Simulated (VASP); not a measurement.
Input of a VASP 6.6.1 run:

File INCAR:

```
  PREC = Accurate
  ENCUT = 520
  EDIFF = 1E-6
  ISMEAR = -1
  SIGMA = 0.05
  LREAL = F
  LASPH = T
  NELM = 80
  ALGO = Normal
  ISIF = 2
  LWAVE = F
  LCHARG = T
  LDIPOL = T
  IDIPOL = 3
  DIPOL = 0.5 0.5 0.500
  GGA = PE
  LELF = T
  LVHAR = T
  LVACPOTAV = T
  NBANDS = 25
```

Contents of KPOINTS:

```
Automatic mesh
0
Gamma
  13 13 1
```

POSCAR

```
Ti
1.0
    2.9399472394      0.0000000000      0.0000000000
   -1.4699736197      2.5460689951      0.0000000000
    0.0000000000      0.0000000000     20.6479000000
Ti
3
Direct
    0.0000000000      0.0000000000      0.3874493407
    0.3333333340      0.6666666660      0.5000000000
    0.0000000000      0.0000000000      0.6125506593
```

Potentials or basis: VASP PAW PBE potentials, release 64 (Ti_sv).

Run with:

```console
$ cat potpaw_PBE.64/Ti_sv/POTCAR > POTCAR
$ mpirun -np 1 vasp_std > vasp.out
```

Task: Predict the largest force.

Result: 0.384 eV/Å.

Task: What does it give for the band gap on the k mesh?

Result: Zero (bands 18 and 19 overlap by 0.97 eV).

Forces in eV/Å, atoms in the order of the input:
```
Ti   0.000  0.000  0.384
Ti   0.000  0.000  0.000
Ti   0.000  0.000 -0.384
```
